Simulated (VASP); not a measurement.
## CdF2: single point with PBEsol

CdF2:

```
Cd F
1.0
     0.00000    2.49017    3.09588
     2.49017    0.00000    3.09588
     2.49017    2.49017    0.00000
Cd F
1 2
Direct
  0.00000 0.00000 0.00000
  0.25000 0.25000 0.25000
  0.75000 0.75000 0.75000
```

This cell differs from its parent crystal: strain +e along x and -e along y +0.0000, strain +e along z and -e/2 along x and y +0.1500.

| Quantity | Value |
| --- | --- |
| Program | VASP 6.6.1 |
| Task | single point |
| Functional | PBEsol |
| Potentials or basis | VASP PAW PBE potentials, release 64 (Cd, F) |
| Cutoff | 520 eV |
| k mesh | 8 × 8 × 8 |
| Occupations | gaussian, width 0.05 eV |
| Spin | no spin polarisation |

```json
{"Pressure": "1.7 GPa", "Band gap on the k mesh": "2.01 eV (least direct gap 2.65 eV)"}
```

Stress tensor (GPa, compression positive):
```
 10.36   0.00   0.00
  0.00  10.36   0.00
  0.00   0.00 -15.52
```

Levels at points of the mesh, in eV from the valence-band top:
```tsv
k point	band 11	band 12	band 13	band 14	band 15	band 16
(0.00, 0.00, 0.00)	-0.68	-0.63	-0.63	2.01	12.13	12.13
(0.50, 0.00, 0.00)	-1.91	-0.91	-0.79	6.34	7.78	13.66
(0.50, 0.50, 0.00)	-1.41	-0.14	-0.14	6.84	9.61	11.97
(0.50, 0.00, 0.50)	-0.71	-0.24	-0.03	7.22	8.35	11.30
```

Run time: 22 s on 1 thread of Intel(R) Xeon(R) 6975P-C (Granite Rapids), on a shared host, peak memory 0.19 GiB.

Caveat: the cell differs from its parent crystal (strain +e along x and -e along y +0.0000, strain +e along z and -e/2 along x and y +0.1500); the PAW data sets were made with another functional, which shifts forces and pressure a little. A k mesh can miss the band edges.
